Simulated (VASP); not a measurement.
Input of a VASP 6.6.1 run:

The input INCAR:

```
SYSTEM = SiO2
PREC = Accurate ; ENCUT = 520
EDIFF = 1E-7 ; ISMEAR = 0
SIGMA = 0.05 ; LREAL = .False.
LASPH = .True. ; NELM = 60
ALGO = Normal ; ISIF = 2
LWAVE = .False. ; LCHARG = .False.
GGA = PE ; NBANDS = 25
```

File KPOINTS:

```
Automatic mesh
0
Gamma
  6 6 10
  0 0 0
```

File POSCAR:

```
SiO2
1.0
    4.1416045840      0.0000000000      0.0000000000
    0.0000000000      4.1416045840      0.0000000000
    0.0000000000      0.0000000000      2.4758512203
Si O
2 4
Direct
    0.5000000000      0.5000000000      0.5000000000
    0.0000000000      0.0000000000      0.0000000000
    0.6930127928      0.6930127928      0.0000000000
    0.1930127928      0.8069872072      0.5000000000
    0.3069872072      0.3069872072      0.0000000000
    0.8069872072      0.1930127928      0.5000000000
```

Potentials or basis: VASP PAW PBE potentials, release 64 (Si, O).

Run with:

```console
$ cat potpaw_PBE.64/Si/POTCAR potpaw_PBE.64/O/POTCAR > POTCAR
$ mpirun -np 1 vasp_std > vasp.out
```

(1) Estimate the largest force.

(2) Predict the band gap on the k mesh.

(3) Predict the pressure.

## Answers

(1) 0.969 eV/Å.

(2) 7.58 eV.

(3) 55.5 GPa.

Caveat: the cell stands under pressure.
